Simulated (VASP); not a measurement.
# Ge4Se3 (P-43m) in VASP: a series of runs

Ge4Se3 is run at these levels: PBE; tasks: single point, relaxation of cell and atoms.

All numbers are computed with VASP 6.6.1; they aren't measurements. Logs are shortened: lines on timing, memory, paths and dates and some standing lists are left out, and cuts for length are marked.

## 1. The cell of the first run

The structure is cubic, space group P-43m (No. 215). The conventional cell has a = 5.545 Å, b = 5.545 Å, c = 5.545 Å, α = 90.00°, β = 90.00°, γ = 90.00°. Within 3.5 Å of Ge (site symmetry 3m) lie 3 Se at 2.65 Å and 3 Ge at 2.97 Å. Se (site symmetry -42m) has 4 Ge at 2.65 Å within 3.5 Å.

The cell was built from a structure type or drawn by symmetry, and may not be a known phase.

## 2. Single point, PBE

Contents of INCAR:

```
ALGO     = Normal         # electronic algorithm
EDIFF    = 1E-6           # SCF threshold, eV
ENCUT    = 520            # plane-wave cutoff, eV
GGA      = PE             # functional
ISIF     = 2              # what is computed and relaxed
ISMEAR   = 0              # smearing method
LASPH    = True           # aspherical terms in the spheres
LCHARG   = False          # write CHGCAR
LREAL    = False          # projectors in reciprocal space
LWAVE    = False          # write WAVECAR
NBANDS   = 46             # bands
NELM     = 80             # most SCF steps
PREC     = Accurate       # precision mode
SIGMA    = 0.1            # smearing width, eV
```

Contents of KPOINTS:

```
k-points
0
Gamma
  4 4 4
```

Contents of POSCAR:

```
Ge4Se3
1.0
    5.5453527210      0.0000000000      0.0000000000
    0.0000000000      5.5453527210      0.0000000000
    0.0000000000      0.0000000000      5.5453527210
Ge Se
4 3
Direct
    0.6896263747      0.6896263747      0.6896263747
    0.3103736253      0.3103736253      0.6896263747
    0.3103736253      0.6896263747      0.3103736253
    0.6896263747      0.3103736253      0.3103736253
    0.0000000000      0.0000000000      0.5000000000
    0.5000000000      0.0000000000      0.0000000000
    0.0000000000      0.5000000000      0.0000000000
```

Potentials or basis: VASP PAW PBE potentials, release 64 (Ge_d, Se).

Started as:

```sh
$ cat potpaw_PBE.64/Ge_d/POTCAR potpaw_PBE.64/Se/POTCAR > POTCAR
$ mpirun -np 1 vasp_std > vasp.out
```

OUTCAR:

```text
EDIFF = 1E-6
   ENCUT = 520
   GGA = PE
   ISIF = 2
   ISMEAR = 0
   LASPH = True
   LREAL = False
   NELM = 80
   PREC = Accurate

 ion  position               nearest neighbor table
   1  0.690  0.690  0.690-   5 2.65   6 2.65   7 2.65
   2  0.310  0.310  0.690-   5 2.65   6 2.65   7 2.65
   3  0.310  0.690  0.310-   5 2.65   6 2.65   7 2.65
   4  0.690  0.310  0.310-   5 2.65   6 2.65   7 2.65
   5  0.000  0.000  0.500-   1 2.65   2 2.65   3 2.65   4 2.65
   6  0.500  0.000  0.000-   1 2.65   2 2.65   3 2.65   4 2.65
   7  0.000  0.500  0.000-   1 2.65   2 2.65   3 2.65   4 2.65

  LATTYP: Found a simple cubic cell.
 ALAT       =     5.5453527210

  Lattice vectors:

 A1 = (   5.5453527210,   0.0000000000,   0.0000000000)
 A2 = (   0.0000000000,   5.5453527210,   0.0000000000)
 A3 = (   0.0000000000,   0.0000000000,   5.5453527210)

Analysis of symmetry for initial positions (statically):
=====================================================================
 Subroutine PRICEL returns:
 Original cell was already a primitive cell.

 Routine SETGRP: Setting up the symmetry group for a
 simple cubic supercell.

 Subroutine GETGRP returns: Found 24 space group operations
 (whereof 24 operations were pure point group operations)
 out of a pool of 48 trial point group operations.

The static configuration has the point symmetry T_d .

Analysis of symmetry for dynamics (positions and initial velocities):
=====================================================================
 Subroutine PRICEL returns:
 Original cell was already a primitive cell.

 Routine SETGRP: Setting up the symmetry group for a
 simple cubic supercell.

 Subroutine GETGRP returns: Found 24 space group operations
 (whereof 24 operations were pure point group operations)
 out of a pool of 48 trial point group operations.

The dynamic configuration has the point symmetry T_d .

 Subroutine INISYM returns: Found 24 space group operations
 (whereof 24 operations are pure point group operations),
 and found     1 'primitive' translations

----------------------------------------------------------------------------------------

                                     Primitive cell

  volume of cell :     170.5248

[... 84 lines left out ...]
   LREAL  =      F    real-space projection
   EDIFFG = 0.1E-04   stopping-criterion for IOM
   NSW    =      0    number of steps for IOM
   IBRION =     -1    ionic relax: 0-MD 1-quasi-New 2-CG
   NFREE  =      0    steps in history (QN), initial steepest desc. (CG)
   ISIF   =      2    stress and relaxation
   ISYM   =      2    0-nonsym 1-usesym 2-fastsym
   POTIM  = 0.5000    time-step for ionic-motion
   TEBEG  =    0.0;   TEEND  =   0.0 temperature during run
   PSTRESS=    0.0 pullay stress
   NELECT =      74.0000    total number of electrons
   NUPDOWN=      -1.0000    fix difference up-down
   EMIN   =  10.00;   EMAX   =-10.00  energy-range for DOS
   EFERMI =   0.00;   METHOD = LEGACY
   ISMEAR =     0;   SIGMA  =   0.10  broadening in eV -4-tet -1-fermi 0-gaus
   EFERMI_NEDOS =   21; number of points for ismear=-14 and -15
   IALGO  =     38    algorithm
   IMIX   =      4    mixing-type and parameters
     AMIX     =   0.40;   BMIX     =  1.00
     AMIX_MAG =   1.60;   BMIX_MAG =  1.00
  volume/ion in A,a.u.               =      24.36       164.39
  Fermi-wavevector in a.u.,A,eV,Ry     =   1.239433  2.342188 20.901175  1.536193
  Thomas-Fermi vector in A             =   2.373916
   LORBIT       =      0    0 simple, 1 ext, 2 COOP (PROOUT), +10 PAW based schemes
   GGA     = PE    functional components
   LHFCALC =     F    Hartree Fock is set to
   AEXX    =    0.0000 exact exchange contribution
   IVDW    =     0    specifies the selected vdW correction
   LEPSILON=     F    determine dielectric tensor
   LRPA    =     F    only Hartree local field effects (RPA)
 non-spin polarized calculation
 Gauss-broadening in eV      SIGMA  =   0.10
  energy-cutoff  :      520.00
  volume of cell :      170.52
 maximum number of plane-waves:      4636
 NGX is ok and might be reduce to    42
   NGX = 21   NGY = 21   NGZ = 21

 number of electron      74.0000029 magnetization

 Free energy of the ion-electron system (eV)
  ---------------------------------------------------
  ext. energy  EPLUGINS =         0.00000000
  ---------------------------------------------------
  free energy    TOTEN  =       -28.55305944 eV

  energy without entropy =      -28.51907608  energy(sigma->0) =      -28.53606776

 E-fermi :   4.4115     XC(G=0):  -9.6298

 val. band max:        4.4066998794   @ k =   0.2500   0.2500   0.2500
 cond. band min:       4.4561484986   @ k =   0.2500   0.0000   0.0000
 fundamental gap:      0.0494486192
 Fermi energy:         4.4115030097

 k-point     1 :       0.0000    0.0000    0.0000
  band No.  band energies     occupation
      1     -20.6894      2.00000
      2     -20.6894      2.00000
      3     -20.6879      2.00000
      4     -20.6784      2.00000
      5     -20.6784      2.00000
      6     -20.6784      2.00000
[... 479 lines left out ...]
     45       8.2109      0.00000
     46       8.8336      0.00000

------------------------ aborting loop because EDIFF is reached ----------------------------------------

  FORCE on cell =-STRESS in cart. coord.  units (eV):
  Direction    XX          YY          ZZ          XY          YZ          ZX
  --------------------------------------------------------------------------------------
  -------------------------------------------------------------------------------------
  Total       -0.0722087     -0.0722087     -0.0722087      0.0000000     -0.0000000      0.0000000
  in kB       -0.6784418     -0.6784418     -0.6784418      0.0000000     -0.0000000      0.0000000
  external PRESSURE =      -0.6784418 kB  Pullay stress =       0.0000000 kB

 VOLUME and BASIS-vectors are now :
 -----------------------------------------------------------------------------
  energy-cutoff  :      520.00
  volume of cell :      170.52
      direct lattice vectors                 reciprocal lattice vectors
     5.545352721  0.000000000  0.000000000     0.180331180  0.000000000  0.000000000
     0.000000000  5.545352721  0.000000000     0.000000000  0.180331180  0.000000000
     0.000000000  0.000000000  5.545352721     0.000000000  0.000000000  0.180331180

 POSITION                                       TOTAL-FORCE (eV/Angst)
 -----------------------------------------------------------------------------------
      3.82422      3.82422      3.82422        -0.020644     -0.020644     -0.020644
      1.72113      1.72113      3.82422         0.020644      0.020644     -0.020644
      1.72113      3.82422      1.72113         0.020644     -0.020644      0.020644
      3.82422      1.72113      1.72113        -0.020644      0.020644      0.020644
      0.00000      0.00000      2.77268         0.000000     -0.000000      0.000000
      2.77268      0.00000      0.00000        -0.000000     -0.000000     -0.000000
      0.00000      2.77268      0.00000        -0.000000     -0.000000     -0.000000
 -----------------------------------------------------------------------------------
    total drift:                               -0.000000     -0.000000      0.000000

  FREE ENERGIE OF THE ION-ELECTRON SYSTEM (eV)
  ---------------------------------------------------
  free  energy   TOTEN  =       -28.5530594420 eV

  energy  without entropy=      -28.5190760788  energy(sigma->0) =      -28.53606776
```

OSZICAR:

```text
N       E                     dE             d eps       ncg     rms          rms(c)
DAV:   1     0.836252236491E+03    0.83625E+03   -0.34614E+04  1170   0.353E+03
DAV:   2     0.133771880709E+03   -0.70248E+03   -0.67900E+03   920   0.977E+02
DAV:   3    -0.165238701631E+02   -0.15030E+03   -0.14597E+03  1040   0.225E+02
DAV:   4    -0.284211499501E+02   -0.11897E+02   -0.11718E+02  1090   0.700E+01
DAV:   5    -0.287238853989E+02   -0.30274E+00   -0.30215E+00  1040   0.124E+01    0.660E+00
DAV:   6    -0.285690550526E+02    0.15483E+00   -0.33166E-01  1190   0.342E+00    0.400E+00
DAV:   7    -0.285523457057E+02    0.16709E-01   -0.17587E-01  1142   0.162E+00    0.887E-01
DAV:   8    -0.285528074225E+02   -0.46172E-03   -0.17504E-02  1104   0.878E-01    0.198E-01
DAV:   9    -0.285529383142E+02   -0.13089E-03   -0.21602E-03  1050   0.208E-01    0.643E-02
DAV:  10    -0.285530401501E+02   -0.10184E-03   -0.36004E-04  1098   0.101E-01    0.208E-02
DAV:  11    -0.285530557333E+02   -0.15583E-04   -0.47341E-05  1024   0.382E-02    0.671E-03
DAV:  12    -0.285530591119E+02   -0.33786E-05   -0.96356E-06   918   0.178E-02    0.298E-03
DAV:  13    -0.285530594420E+02   -0.33010E-06   -0.17211E-06   768   0.680E-03
   1 F= -.28553059E+02 E0= -.28536068E+02  d E =-.339834E-01
```

stdout:

```text
POSCAR found type information on POSCAR GeSe
 POSCAR found :  2 types and       7 ions
 scaLAPACK will be used
 LDA part: xc-table for (Slater+PW92), standard interpolation
 POSCAR, INCAR and KPOINTS ok, starting setup
 FFT: planning ... GRIDC
 FFT: planning ... GRID_SOFT
 FFT: planning ... GRID
 WAVECAR not read
 entering main loop
```

Wall time 96 s (1 thread of Intel Xeon 8259CL, shared host); peak memory 0.28 GiB.

What came out:

- Free energy: -28.5531 eV
- Pressure: -0.1 GPa
- Largest force: 0.036 eV/Å
- Band gap on the k mesh: zero (bands 37 and 38 overlap by 1.94 eV)

Forces on the atoms (eV/Å):
```
Ge  -0.021 -0.021 -0.021
Ge   0.021  0.021 -0.021
Ge   0.021 -0.021  0.021
Ge  -0.021  0.021  0.021
Se   0.000  0.000  0.000
Se   0.000  0.000  0.000
Se   0.000  0.000  0.000
```

## 3. Single point, PBE

This run uses another cell than the first one, of 24.61 Å³/atom.

Contents of INCAR:

```
  ALGO = Normal
  EDIFF = 1E-6
  ENCUT = 520
  GGA = PE
  ISIF = 2
  ISMEAR = 0
  LASPH = T
  LCHARG = T
  LELF = T
  LREAL = F
  LVHAR = T
  LWAVE = F
  NBANDS = 46
  NELM = 60
  PREC = Accurate
  SIGMA = 0.1
```

KPOINTS is that of step 2.

Contents of POSCAR:

```
Ge4Se3
1.0
    5.5640804800      0.0000000000      0.0000000000
    0.0000000000      5.5640804800      0.0000000000
    0.0000000000      0.0000000000      5.5640804800
Ge Se
4 3
Direct
    0.7206873300      0.7206873300      0.7206873300
    0.2793126700      0.2793126700      0.7206873300
    0.2793126700      0.7206873300      0.2793126700
    0.7206873300      0.2793126700      0.2793126700
    0.0000000000      0.0000000000      0.5000000000
    0.5000000000      0.0000000000      0.0000000000
    0.0000000000      0.5000000000      0.0000000000
```

Potentials or basis: VASP PAW PBE potentials, release 64 (Ge_d, Se).

Started as:

```sh
$ cat potpaw_PBE.64/Ge_d/POTCAR potpaw_PBE.64/Se/POTCAR > POTCAR
$ mpirun -np 1 vasp_std > vasp.out
```

Run time: 2.2 min. Hardware: 1 thread of Intel Xeon 8259CL, shared host; peak memory 0.28 GiB.

The run converged. Its results:

| Property | Result |
| --- | --- |
| Free energy | -27.2668 eV |
| Pressure | 7.6 GPa |
| Largest force | 1.899 eV/Å |
| Band gap on the k mesh | zero (bands 37 and 38 overlap by 1.71 eV) |

Forces in eV/Å, atoms in the order of the input:
```
Ge  -1.097 -1.097 -1.097
Ge   1.097  1.097 -1.097
Ge   1.097 -1.097  1.097
Ge  -1.097  1.097  1.097
Se   0.000  0.000  0.000
Se   0.000  0.000  0.000
Se   0.000  0.000  0.000
```

Levels at points of the mesh, in eV from the Fermi level:
| k point | band 33 | band 34 | band 35 | band 36 | band 37 | band 38 | band 39 | band 40 | band 41 | band 42 |
| --- | --- | --- | --- | --- | --- | --- | --- | --- | --- | --- |
| (0.00, 0.00, 0.00) | -3.95 | -1.64 | -1.64 | -1.64 | -1.07 | -1.07 | -0.89 | 1.12 | 1.12 | 1.12 |
| (0.50, 0.00, 0.00) | -4.09 | -3.15 | -2.04 | -2.04 | -0.31 | -0.18 | 1.13 | 2.13 | 2.27 | 2.36 |
| (0.50, 0.50, 0.00) | -3.86 | -3.57 | -1.82 | -1.82 | 0.64 | 0.64 | 0.92 | 1.18 | 2.55 | 3.00 |
| (0.50, 0.50, 0.50) | -3.53 | -2.48 | -2.48 | -2.48 | 0.21 | 0.21 | 0.21 | 1.83 | 1.83 | 2.57 |

Caveat: the cell stands under pressure; forces of over 1 eV/Å act on the atoms, so gaps and moduli don't describe the material at rest.

[end of part 1 of 2]
